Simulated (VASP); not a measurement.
KCl, 4 atoms in the cell. The typed cell holds 4 atoms: a = 4.262 Å, b = 4.262 Å, c = 7.292 Å, α = 76.78°, β = 76.78°, γ = 62.37°.  This cell differs from its parent crystal: atoms displaced along a vibrational mode, the cell strained.

```yaml
Program: VASP 6.6.1
Task: single point
Functional: PBEsol
Potentials_or_basis: VASP PAW PBE potentials, release 64 (K_sv, Cl)
Cutoff: 520 eV
k_mesh: 6 × 6 × 6
Occupations: gaussian, width 0.05 eV
Spin: no spin polarisation
Dipole_correction: no
Further_INCAR_settings: ALGO = Normal; EDIFF = 1e-07; NBANDS = 24
```

Potentials or basis: VASP PAW PBE potentials, release 64 (K_sv, Cl).

Command:

```bash
$ cat potpaw_PBE.64/K_sv/POTCAR potpaw_PBE.64/Cl/POTCAR > POTCAR
$ mpirun -np 1 vasp_std > vasp.out
```

Hardware: 1 thread of Intel Xeon 8259CL (shared host).

Task: How long does it take, and how much memory?

Result: Wall time 4.6 min on 1 thread of Intel Xeon 8259CL, on a shared host, peak memory 0.39 GiB. Counts: scf iterations 15, k points 112.
